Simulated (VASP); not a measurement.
# SiC (R3m) in VASP: further runs

The runs below take SiC through single point, with PBEsol.

Everything below comes from runs of VASP 6.6.1. Logs are shortened: lines on timing, memory, paths and dates and some standing lists are left out, and cuts for length are marked.

### Step 1. The cell of the first run

It takes space group R3m (No. 160, trigonal). Conventional cell: a = 2.972 Å, b = 2.972 Å, c = 7.136 Å, α = 90.00°, β = 90.00°, γ = 120.00°. Within 2.4 Å of Si (site symmetry 3m) lie 4 C at 1.78 to 1.82 Å. Within 2.4 Å of C (site symmetry 3m) lie 4 Si at 1.78 to 1.82 Å.

### Step 2. Single point, PBEsol

File INCAR:

```
SYSTEM = SiC
ALGO     = Normal         ! electronic algorithm
EDIFF    = 1E-6           ! SCF threshold, eV
ENCUT    = 520            ! plane-wave cutoff, eV
GGA      = PS             ! functional
ISIF     = 2              ! what is computed and relaxed
ISMEAR   = 0              ! smearing method
LASPH    = .True.         ! aspherical terms in the spheres
LCHARG   = .True.         ! write CHGCAR
LELF     = .True.         ! ELF
LREAL    = .False.        ! projectors in reciprocal space
LVHAR    = .True.       
LWAVE    = .False.        ! write WAVECAR
NBANDS   = 11             ! bands
NELM     = 80             ! most SCF steps
PREC     = Accurate       ! precision mode
SIGMA    = 0.05           ! smearing width, eV
```

File KPOINTS:

```
k-points
0
Gamma
  12 12 12
  0 0 0
```

File POSCAR:

```
SiC
1.0
    0.0000000000      2.1014924409      2.1014924409
    2.1014924409      0.0000000000      2.1014924409
    2.0737527407      2.0737527407      0.0277397002
Si C
1 1
Direct
    0.0000000000      0.0000000000      0.0000000000
    0.7500000000      0.7500000000      0.7500000000
```

Potentials or basis: VASP PAW PBE potentials, release 64 (Si, C).

Launch:

```
$ cat potpaw_PBE.64/Si/POTCAR potpaw_PBE.64/C/POTCAR > POTCAR
$ mpirun -np 1 vasp_std > vasp.out
```

OUTCAR:

```text
SYSTEM = SiC
   EDIFF = 1E-6
   ENCUT = 520
   GGA = PS
   ISIF = 2
   ISMEAR = 0
   LASPH = .True.
   LREAL = .False.
   NELM = 80
   PREC = Accurate

 ion  position               nearest neighbor table
   1  0.000  0.000  0.000-   2 1.78   2 1.82   2 1.82   2 1.82
   2  0.750  0.750  0.750-   1 1.78   1 1.82   1 1.82   1 1.82

  LATTYP: Found a trigonal (rhomboedric) cell.
 ALAT       =     2.9328604382
 COS(alpha) =     0.4865798968

  Lattice vectors:

 A1 = (   2.0737527407,  -0.0277397002,  -2.0737527407)
 A2 = (  -0.0277397002,   2.0737527407,  -2.0737527407)
 A3 = (   2.0737527407,   2.0737527407,   0.0277397002)

Analysis of symmetry for initial positions (statically):
=====================================================================
 Subroutine PRICEL returns:
 Original cell was already a primitive cell.

 Routine SETGRP: Setting up the symmetry group for a
 trigonal (rhombohedral) supercell.

 Subroutine GETGRP returns: Found  6 space group operations
 (whereof  6 operations were pure point group operations)
 out of a pool of 12 trial point group operations.

The static configuration has the point symmetry C_3v.

Analysis of symmetry for dynamics (positions and initial velocities):
=====================================================================
 Subroutine PRICEL returns:
 Original cell was already a primitive cell.

 Routine SETGRP: Setting up the symmetry group for a
 trigonal (rhombohedral) supercell.

 Subroutine GETGRP returns: Found  6 space group operations
 (whereof  6 operations were pure point group operations)
 out of a pool of 12 trial point group operations.

The dynamic configuration has the point symmetry C_3v.

 Subroutine INISYM returns: Found  6 space group operations
 (whereof  6 operations are pure point group operations),
 and found     1 'primitive' translations

----------------------------------------------------------------------------------------

                                     Primitive cell

  volume of cell :      18.1940

  direct lattice vectors                    reciprocal lattice vectors
     0.000000000  2.101492441  2.101492441    -0.239528180  0.236324114  0.239528180
     2.101492441  0.000000000  2.101492441     0.236324114 -0.239528180  0.239528180
     2.073752741  2.073752741  0.027739700     0.242732246  0.242732246 -0.242732246

  length of vectors
     2.971959111  2.971959111  2.932860438     0.413033395  0.413033395  0.420424582

  position of ions in fractional coordinates (direct lattice)
     0.000000000  0.000000000  0.000000000
     0.750000000  0.750000000  0.750000000

  ion indices of the primitive-cell ions
   primitive index   ion index
                 1           1
                 2           2

----------------------------------------------------------------------------------------

 KPOINTS: k-points

Automatic generation of k-mesh.
 Grid dimensions read from file:
 generate k-points for:   12   12   12

 Generating k-lattice:

  Cartesian coordinates                     Fractional coordinates (reciprocal lattice)
    -0.019960682  0.019693676  0.019960682     0.083333333  0.000000000 -0.000000000
     0.019693676 -0.019960682  0.019960682     0.000000000  0.083333333 -0.000000000
     0.020227687  0.020227687 -0.020227687     0.000000000  0.000000000  0.083333333

  Length of vectors
     0.034419450  0.034419450  0.035035382

  Shift w.r.t. Gamma in fractional coordinates (k-lattice)
     0.000000000  0.000000000  0.000000000

 Subroutine IBZKPT returns following result:
 ===========================================

 Found    189 irreducible k-points:

 Following reciprocal coordinates:
            Coordinates               Weight
  0.000000  0.000000  0.000000      1.000000
  0.083333  0.000000 -0.000000      6.000000
  0.166667  0.000000 -0.000000      6.000000
  0.250000  0.000000  0.000000      6.000000
  0.333333  0.000000 -0.000000      6.000000
  0.416667  0.000000  0.000000      6.000000
[... 16 lines left out ...]
  0.500000  0.166667  0.000000     12.000000
 -0.416667  0.166667  0.000000     12.000000
 [... further k-points ...]
   k-points           NKPTS =    189   k-points in BZ     NKDIM =    189   number of bands    NBANDS=     11
   number of dos      NEDOS =    301   number of ions     NIONS =      2
   total plane-waves  NPLWV =  13824
   dimension x,y,z NGX =    24 NGY =   24 NGZ =   24
   dimension x,y,z NGXF=    48 NGYF=   48 NGZF=   48
   ions per type =               1   1
   NGX,Y,Z   is equivalent  to a cutoff of  13.43, 13.43, 13.60 a.u.
   NGXF,Y,Z  is equivalent  to a cutoff of  26.85, 26.85, 27.21 a.u.
 SYSTEM =  SiC
   PREC   = accura    normal or accurate (medium, high low for compatibility)
   ISTART =      0    job   : 0-new  1-cont  2-samecut
   ICHARG =      2    charge: 1-file 2-atom 10-const
   ISPIN  =      1    spin polarized calculation?
   LNONCOLLINEAR =      F non collinear calculations
   LSORBIT =      F    spin-orbit coupling
   LASPH  =      T    aspherical Exc in radial PAW
   ENCUT  =  520.0 eV  38.22 Ry    6.18 a.u.   5.53  5.53  5.45*2*pi/ulx,y,z
   NELM   =     80;   NELMIN=  2; NELMDL= -5     # of ELM steps
   EDIFF  = 0.1E-05   stopping-criterion for ELM
   LREAL  =      F    real-space projection
   EDIFFG = 0.1E-04   stopping-criterion for IOM
   NSW    =      0    number of steps for IOM
   IBRION =     -1    ionic relax: 0-MD 1-quasi-New 2-CG
   NFREE  =      0    steps in history (QN), initial steepest desc. (CG)
   ISIF   =      2    stress and relaxation
   ISYM   =      2    0-nonsym 1-usesym 2-fastsym
   POTIM  = 0.5000    time-step for ionic-motion
   TEBEG  =    0.0;   TEEND  =   0.0 temperature during run
   PSTRESS=    0.0 pullay stress
   NELECT =       8.0000    total number of electrons
   NUPDOWN=      -1.0000    fix difference up-down
   EMIN   =  10.00;   EMAX   =-10.00  energy-range for DOS
   EFERMI =   0.00;   METHOD = LEGACY
   ISMEAR =     0;   SIGMA  =   0.05  broadening in eV -4-tet -1-fermi 0-gaus
   EFERMI_NEDOS =   21; number of points for ismear=-14 and -15
   IALGO  =     38    algorithm
   IMIX   =      4    mixing-type and parameters
     AMIX     =   0.40;   BMIX     =  1.00
     AMIX_MAG =   1.60;   BMIX_MAG =  1.00
  volume/ion in A,a.u.               =       9.10        61.39
  Fermi-wavevector in a.u.,A,eV,Ry     =   1.244884  2.352489 21.085429  1.549735
  Thomas-Fermi vector in A             =   2.379131
   LORBIT       =      0    0 simple, 1 ext, 2 COOP (PROOUT), +10 PAW based schemes
   GGA     = PS    functional components
   LHFCALC =     F    Hartree Fock is set to
   AEXX    =    0.0000 exact exchange contribution
   IVDW    =     0    specifies the selected vdW correction
   LEPSILON=     F    determine dielectric tensor
   LRPA    =     F    only Hartree local field effects (RPA)
 non-spin polarized calculation
 Gauss-broadening in eV      SIGMA  =   0.05
  energy-cutoff  :      520.00
  volume of cell :       18.19
 maximum number of plane-waves:       525
 NGX is ok and might be reduce to    24
   NGX = 11   NGY = 11   NGZ = 11

 number of electron       8.0000000 magnetization

 Free energy of the ion-electron system (eV)
  ---------------------------------------------------
  ext. energy  EPLUGINS =         0.00000000
  ---------------------------------------------------
  free energy    TOTEN  =       -15.64351812 eV

  energy without entropy =      -15.64351812  energy(sigma->0) =      -15.64351812

 E-fermi :   9.8751     XC(G=0): -12.0679

 val. band max:        9.6630272291   @ k =   0.0000   0.0000   0.0000
 cond. band min:      10.6657399013   @ k =   0.5000   0.5000  -0.0000
 fundamental gap:      1.0027126722
 Fermi energy:         9.8751398208

 k-point     1 :       0.0000    0.0000    0.0000
  band No.  band energies     occupation
      1      -6.9065      2.00000
      2       9.5167      2.00000
      3       9.5167      2.00000
      4       9.6630      2.00000
      5      17.1060      0.00000
      6      17.5833      0.00000
      7      17.5833      0.00000
      8      18.2791      0.00000
      9      24.8138      0.00000
     10      24.8138      0.00000
     11      27.6906      0.00000

 k-point     2 :       0.0833    0.0000   -0.0000
  band No.  band energies     occupation
      1      -6.7573      2.00000
      2       8.7741      2.00000
      3       9.4259      2.00000
      4       9.5520      2.00000
      5      17.2406      0.00000
      6      17.7719      0.00000
      7      17.8749      0.00000
      8      18.4470      0.00000
      9      23.9298      0.00000
     10      24.0292      0.00000
     11      26.9470      0.00000

 k-point     3 :       0.1667    0.0000   -0.0000
  band No.  band energies     occupation
      1      -6.3134      2.00000
      2       7.0282      2.00000
      3       9.2011      2.00000
      4       9.3078      2.00000
      5      17.0358      0.00000
      6      18.1190      0.00000
      7      18.4807      0.00000
      8      19.1437      0.00000
      9      23.0113      0.00000
     10      23.2484      0.00000
     11      26.1313      0.00000

 k-point     4 :       0.2500    0.0000    0.0000
  band No.  band energies     occupation
      1      -5.5883      2.00000
      2       4.9538      2.00000
      3       8.9372      2.00000
      4       9.0203      2.00000
      5      16.7136      0.00000
      6      18.1056      0.00000
      7      18.4511      0.00000
      8      19.9845      0.00000
      9      23.1972      0.00000
     10      23.5845      0.00000
     11      25.7640      0.00000
[... 239 lines left out ...]
 k-point    22 :       0.4167    0.1667   -0.0000
  band No.  band energies     occupation
      1      -3.7452      2.00000
      2       2.6066      2.00000
      3       7.1869      2.00000
      4       7.6921      2.00000
      5      14.6978      0.00000
      6      18.2933      0.00000
      7      19.7075      0.00000
      8      20.0664      0.00000
      9      24.1144      0.00000
     10      28.1403      0.00000
     11      28.9206      0.00000

 k-point    23 :       0.5000    0.1667    0.0000
  band No.  band energies     occupation
      1      -2.7179      2.00000
      2       1.0997      2.00000
      3       6.6798      2.00000
      4       7.7837      2.00000
      5      14.7479      0.00000
      6      18.3801      0.00000
      7      19.2088      0.00000
      8      21.2104      0.00000
      9      24.5248      0.00000
     10      28.2221      0.00000
     11      29.2435      0.00000

 k-point    24 :      -0.4167    0.1667    0.0000
  band No.  band energies     occupation
      1      -2.5114      2.00000
      2       0.8345      2.00000
      3       6.3116      2.00000
      4       8.0442      2.00000
      5      15.0952      0.00000
      6      18.3205      0.00000
      7      18.8800      0.00000
      8      21.8710      0.00000
      9      25.2765      0.00000
     10      26.2030      0.00000
     11      29.1151      0.00000

 [... further k-points ...]
[... 5 lines left out ...]
  --------------------------------------------------------------------------------------
  -------------------------------------------------------------------------------------
  Total        4.1826263      4.1826263      4.1826263      0.5894685     -0.5894685     -0.5894685
  in kB      368.3252183    368.3252183    368.3252183     51.9090422    -51.9090422    -51.9090422
  external PRESSURE =     368.3252183 kB  Pullay stress =       0.0000000 kB

 VOLUME and BASIS-vectors are now :
 -----------------------------------------------------------------------------
  energy-cutoff  :      520.00
  volume of cell :       18.19
      direct lattice vectors                 reciprocal lattice vectors
     0.000000000  2.101492441  2.101492441    -0.239528180  0.236324114  0.239528180
     2.101492441  0.000000000  2.101492441     0.236324114 -0.239528180  0.239528180
     2.073752741  2.073752741  0.027739700     0.242732246  0.242732246 -0.242732246

 POSITION                                       TOTAL-FORCE (eV/Angst)
 -----------------------------------------------------------------------------------
      0.00000      0.00000      0.00000        -0.234122     -0.234122      0.234122
      3.13143      3.13143      3.17304         0.234122      0.234122     -0.234122
 -----------------------------------------------------------------------------------
    total drift:                               -0.000344     -0.000344      0.000344

  FREE ENERGIE OF THE ION-ELECTRON SYSTEM (eV)
  ---------------------------------------------------
  free  energy   TOTEN  =       -15.6435181151 eV

  energy  without entropy=      -15.6435181151  energy(sigma->0) =      -15.64351812
```

Wall time 14 s (1 thread of Intel Xeon 6975P-C, shared host); peak memory 0.16 GiB.

Results:

```yaml
Free_energy: -15.6435 eV
Pressure: 36.8 GPa
Largest_force: 0.406 eV/Å
Band_gap_on_the_k_mesh: 1.00 eV, indirect (least direct gap 4.43 eV)
```

Forces on the atoms (eV/Å):
```
Si  -0.234 -0.234  0.234
C    0.234  0.234 -0.234
```

Levels at points of the mesh, in eV from the valence-band top:
| k point | band 1 | band 2 | band 3 | band 4 | band 5 | band 6 | band 7 | band 8 |
| --- | --- | --- | --- | --- | --- | --- | --- | --- |
| (0.00, 0.00, 0.00) | -16.57 | -0.15 | -0.15 | 0.00 | 7.44 | 7.92 | 7.92 | 8.62 |
| (0.50, 0.00, 0.00) | -12.51 | -9.46 | -1.15 | -1.11 | 6.57 | 7.48 | 7.82 | 10.58 |
| (0.50, 0.50, 0.00) | -10.86 | -8.37 | -3.67 | -3.43 | 1.00 | 4.59 | 15.32 | 15.40 |
| (0.00, 0.00, 0.50) | -12.29 | -9.38 | -1.30 | -1.30 | 6.17 | 7.38 | 7.38 | 10.40 |

Caveat: the PAW data sets were made with another functional, which shifts forces and pressure a little.

### Step 3. Single point, PBEsol

This run uses another cell than the first one, of 9.41 Å³/atom, 1.034 times its volume.

File INCAR:

```
PREC = Accurate ; ENCUT = 520
EDIFF = 1E-7 ; ISMEAR = 0
SIGMA = 0.05 ; LREAL = False
LASPH = True ; NELM = 60
ALGO = Normal ; ISIF = 2
LWAVE = False ; LCHARG = False
GGA = PS ; NBANDS = 11
```

File KPOINTS:

```
regular mesh
0
Gamma
  12 12 12
```

File POSCAR:

```
SiC
1.0
    0.0000000000      2.1393792757      2.1393792757
    2.1393792757      0.0000000000      2.1393792757
    2.0833275386      2.0833275386      0.0560517370
Si C
1 1
Direct
    0.0000000000      0.0000000000      0.0000000000
    0.7500000000      0.7500000000      0.7500000000
```

Potentials or basis: VASP PAW PBE potentials, release 64 (Si, C).

Launch:

```
$ cat potpaw_PBE.64/Si/POTCAR potpaw_PBE.64/C/POTCAR > POTCAR
$ mpirun -np 1 vasp_std > vasp.out
```

Wall time 12 s (1 thread of Intel Xeon 6975P-C, shared host); peak memory 0.16 GiB.

Results (log left out):

```
Free energy            : -15.7299 eV
Pressure               : 26.1 GPa
Largest force          : 0.758 eV/Å
Band gap on the k mesh : 0.94 eV, indirect (least direct gap 4.26 eV)
```

Forces on the atoms (eV/Å):
```
Si  -0.438 -0.438  0.438
C    0.438  0.438 -0.438
```

Stress tensor (GPa, compression positive):
```
26.11  9.72 -9.72
 9.72 26.11 -9.72
-9.72 -9.72 26.11
```

Levels at points of the mesh, in eV from the valence-band top:
| k point | band 1 | band 2 | band 3 | band 4 | band 5 | band 6 | band 7 | band 8 |
| --- | --- | --- | --- | --- | --- | --- | --- | --- |
| (0.00, 0.00, 0.00) | -16.37 | -0.26 | -0.26 | 0.00 | 6.77 | 7.43 | 7.43 | 8.84 |
| (0.50, 0.00, 0.00) | -12.50 | -9.35 | -1.19 | -1.12 | 6.24 | 7.18 | 7.85 | 10.37 |
| (0.50, 0.50, 0.00) | -10.83 | -8.32 | -3.80 | -3.31 | 0.94 | 4.42 | 14.69 | 14.91 |
| (0.00, 0.00, 0.50) | -12.06 | -9.21 | -1.50 | -1.50 | 5.48 | 6.99 | 6.99 | 10.02 |

Caveat: the PAW data sets were made with another functional, which shifts forces and pressure a little. A k mesh can miss the band edges.

### Step 4. Single point, PBEsol

This run uses another cell than the first one, of 9.41 Å³/atom, 1.034 times its volume.

File INCAR:

```
ALGO = Normal
EDIFF = 1E-6
ENCUT = 520
GGA = PS
ISIF = 2
ISMEAR = 0
LASPH = T
LCHARG = F
LREAL = F
LWAVE = F
NBANDS = 11
NELM = 60
PREC = Accurate
SIGMA = 0.05
```

File KPOINTS:

```
k-points
0
Gamma
  12 12 12
```

File POSCAR:

```
SiC
1.0
    0.0000000000      2.0829589532      2.0829589532
    2.0829589532      0.0000000000      2.0829589532
    2.1397543007      2.1397543007     -0.0567953475
Si C
1 1
Direct
    0.0000000000      0.0000000000      0.0000000000
    0.7500000000      0.7500000000      0.7500000000
```

Launch:

```
$ cat potpaw_PBE.64/Si/POTCAR potpaw_PBE.64/C/POTCAR > POTCAR
$ mpirun -np 1 vasp_std > vasp.out
```

It took 11 s on 1 thread of Intel Xeon 6975P-C, shared host; peak memory 0.16 GiB.

Results (log left out):

```yaml
Free_energy: -15.7318 eV
Pressure: 26.1 GPa
Largest_force: 0.568 eV/Å
Band_gap_on_the_k_mesh: 1.01 eV, indirect (least direct gap 4.27 eV)
```

Forces in eV/Å, atoms in the order of the input:
```
Si   0.328  0.328 -0.328
C   -0.328 -0.328  0.328
```

Stress tensor (GPa, compression positive):
```
26.08 -9.11  9.11
-9.11 26.08  9.11
 9.11  9.11 26.08
```

Levels at points of the mesh, in eV from the valence-band top:
```
           k point  band 1  band 2  band 3  band 4  band 5  band 6  band 7  band 8  band 9
(0.00, 0.00, 0.00)  -16.30   -0.31    0.00    0.00    6.39    8.00    8.18    8.18   14.95
(0.50, 0.00, 0.00)  -12.21   -9.21   -1.29   -1.21    5.88    7.05    7.63   10.28   16.87
(0.50, 0.50, 0.00)  -10.77   -8.25   -3.71   -3.26    1.01    4.48   14.81   14.90   16.09
(0.00, 0.00, 0.50)  -12.66   -9.33   -0.92   -0.92    6.78    7.81    7.81   10.55   16.98
```

Caveat: the PAW data sets were made with another functional, which shifts forces and pressure a little. A k mesh can miss the band edges.

### Step 5. Summary

```csv
cell,gap on the mesh (eV),pressure (GPa),largest force (eV/Å)
"a = 2.972, b = 2.972, c = 2.933 Å, angles 59.6, 59.6, 60.0°, 2 atoms",1.00,36.8,0.41
"a = 3.026, b = 3.026, c = 2.947 Å, angles 59.1, 59.1, 60.0°, 2 atoms",0.94,26.1,0.76
"a = 2.946, b = 2.946, c = 3.027 Å, angles 60.9, 60.9, 60.0°, 2 atoms",1.01,26.1,0.57
```

Alike in all rows: task single point; level PBEsol; potentials or basis VASP PAW PBE potentials, release 64 (Si, C); no spin polarisation; k mesh 12 × 12 × 12; cutoff (eV) 520; smearing gaussian 0.05 eV.

Caveats: the PAW data sets were made with another functional, which shifts forces and pressure a little.

Total energies depend on the potentials used, so only differences within one code and one set of settings carry meaning.
